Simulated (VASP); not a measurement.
A run of VASP 6.6.1 is set up as follows.

The input INCAR:

```
SYSTEM = SnSb2
PREC = Accurate ; ENCUT = 520
EDIFF = 1E-7 ; ISMEAR = 0
SIGMA = 0.1 ; LREAL = .False.
LASPH = .True. ; NELM = 100
ALGO = Normal ; ISIF = 2
LWAVE = .False. ; LCHARG = .False.
GGA = PE ; NBANDS = 19
```

Contents of KPOINTS:

```
Automatic mesh
0
Gamma
  12 12 12
  0 0 0
```

Contents of POSCAR:

```
SnSb2
1.0
    0.0000000000      3.6442975241      3.6442975241
    3.6442975241      0.0000000000      3.6442975241
    3.6442975241      3.6442975241      0.0000000000
Sn Sb
1 2
Direct
    0.0000000000      0.0000000000      0.0000000000
    0.2500000000      0.2500000000      0.2500000000
    0.7500000000      0.7500000000      0.7500000000
```

Potentials or basis: VASP PAW PBE potentials, release 64 (Sn_d, Sb).

Launch:

```console
$ cat potpaw_PBE.64/Sn_d/POTCAR potpaw_PBE.64/Sb/POTCAR > POTCAR
$ mpirun -np 1 vasp_std > vasp.out
```

Estimate the band gap on the k mesh.

zero (band 12 reaches 8.04 eV, above the bottom of band 13 at 4.98 eV).

Estimate the pressure.

-0.1 GPa.

Caveat: spin-orbit coupling is left out, which moves the levels of the heavy elements.
